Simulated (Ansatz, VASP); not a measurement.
**One calculation of CaO, two programs**

INCAR

```
SYSTEM = CaO
PREC = Accurate
ENCUT = 520
EDIFF = 1E-7
ISMEAR = 0
SIGMA = 0.05
LREAL = .False.
LASPH = .True.
NELM = 100
ALGO = Normal
ISIF = 2
LWAVE = .False.
LCHARG = .False.
GGA = PE
NBANDS = 24
```

The input KPOINTS:

```
regular mesh
0
Gamma
  9 9 6
  0 0 0
```

File POSCAR:

```
CaO
1.0
    4.4718192295      0.0000000000      0.0000000000
   -2.2359096147      3.1097161807      0.0000000000
    0.0000000000      0.0000000000      4.7438152858
Ca O
2 2
Direct
    0.3333333333      0.6666666667      0.7500000000
    0.6666666667      0.3333333333      0.2500000000
    0.3333333333      0.6666666667      0.2500000000
    0.6666666667      0.3333333333      0.7500000000
```

Input for Ansatz:

```yaml
crystal:
  lattice:
    - [4.4718192295, 0.0, 0.0]
    - [-2.2359096147, 3.1097161807, 0.0]
    - [0.0, 0.0, 4.7438152858]
  atoms:
    - { symbol: Ca, position: [0.3333333333, 0.6666666667, 0.75] }
    - { symbol: Ca, position: [0.6666666667, 0.3333333333, 0.25] }
    - { symbol: O, position: [0.3333333333, 0.6666666667, 0.25] }
    - { symbol: O, position: [0.6666666667, 0.3333333333, 0.75] }
basis:
  ecutwfc: 520.0
kpoints:
  mp_grid: { grid: [9, 9, 6] }
hamiltonian:
  xc: pbe
scf:
  occupations: { method: gaussian, width: 0.05 }
output:
  forces: true
  stress: true
  eigenvalues: true
```

Change from the starting cell: strain +e along x and -e along y +0.1100, strain +e along z and -e/2 along x and y -0.0133.

Alike in both runs: task single point; functional PBE; k mesh 9 × 9 × 6; occupations gaussian, width 0.05 eV; no spin polarisation.

|  | VASP | Ansatz |
| --- | --- | --- |
| version | VASP 6.6.1 | Ansatz 0.2.0 |
| potentials or method | VASP PAW PBE potentials, release 64 (Ca_sv, O), cutoff 520 eV | scalar-relativistic, plane waves, PAW |
| valence electrons in the cell | 32 | 32 |

|  | VASP | Ansatz | Ansatz less VASP |
| --- | --- | --- | --- |
| gap on the k mesh at the Fermi level (eV) | 3.25 | 3.26 | +0.014 |
| least direct gap on the mesh (eV) | 3.25 | 3.26 | +0.014 |
| pressure (GPa) | 4.2 | 3.6 | -0.56 |
| traceless stress, the component that is largest in VASP (GPa) | 10.96 | 10.64 | -0.318 |
| rms of the force components (eV/Å) | 1.027 | 0.983 | -0.0441 |

Atom by atom the forces differ by 0.044 eV/Å (rms over components).
